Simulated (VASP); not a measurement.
Wanted: the native input for a VASP 6.6.1 run.

| Property | Result |
| --- | --- |
| Task | single point |
| Functional | PBEsol |
| Potentials or basis | VASP PAW PBE potentials, release 64 (Cu) |
| Cutoff | 520 eV |
| k mesh | 11 × 11 × 3 |
| Occupations | methfessel-paxton, width 0.1 eV |
| Spin | no spin polarisation |
| Dipole correction | no |
| Further INCAR settings | ALGO = Normal; EDIFF = 1e-07; NBANDS = 30 |

The structure of Cu lies in POSCAR:

```
Cu
1.0
    2.5307640000      0.0000000000      0.0000000000
   -1.2653820000      2.1917060000      0.0000000000
    0.0000000000      0.0000000000      8.2618150000
Cu
4
Direct
    0.0000000000      0.0000000000      0.0000000000
    0.3333333333      0.6666666667      0.2500000000
    0.0039513759      0.0000000000      0.5000000000
    0.6666666667      0.3333333333      0.7500000000
```

One way to write it, as run:

INCAR

```
SYSTEM = Cu
ALGO     = Normal         ! electronic algorithm
EDIFF    = 1E-7           ! SCF threshold, eV
ENCUT    = 520            ! plane-wave cutoff, eV
GGA      = PS             ! functional
ISIF     = 2              ! what is computed and relaxed
ISMEAR   = 1              ! smearing method
LASPH    = .TRUE.         ! aspherical terms in the spheres
LCHARG   = .FALSE.        ! write CHGCAR
LREAL    = .FALSE.        ! projectors in reciprocal space
LWAVE    = .FALSE.        ! write WAVECAR
NBANDS   = 30             ! bands
NELM     = 100            ! most SCF steps
PREC     = Accurate       ! precision mode
SIGMA    = 0.1            ! smearing width, eV
```

KPOINTS

```
k-points
0
G
  11 11 3
  0 0 0
```

Potentials or basis: VASP PAW PBE potentials, release 64 (Cu).

Run with:

```bash
$ cat potpaw_PBE.64/Cu/POTCAR > POTCAR
$ mpirun -np 1 vasp_std > vasp.out
```

Results of the run:

```
Pressure               : -1.6 GPa
Largest force          : 0.016 eV/Å
Band gap on the k mesh : zero (band 22 reaches 10.44 eV, above the bottom of band 23 at 6.01 eV)
```

Caveat: the PAW data sets were made with another functional, which shifts forces and pressure a little.

It took 57 s on 1 thread of Intel(R) Xeon(R) 6975P-C (Granite Rapids) (shared host), peak memory 0.23 GiB.
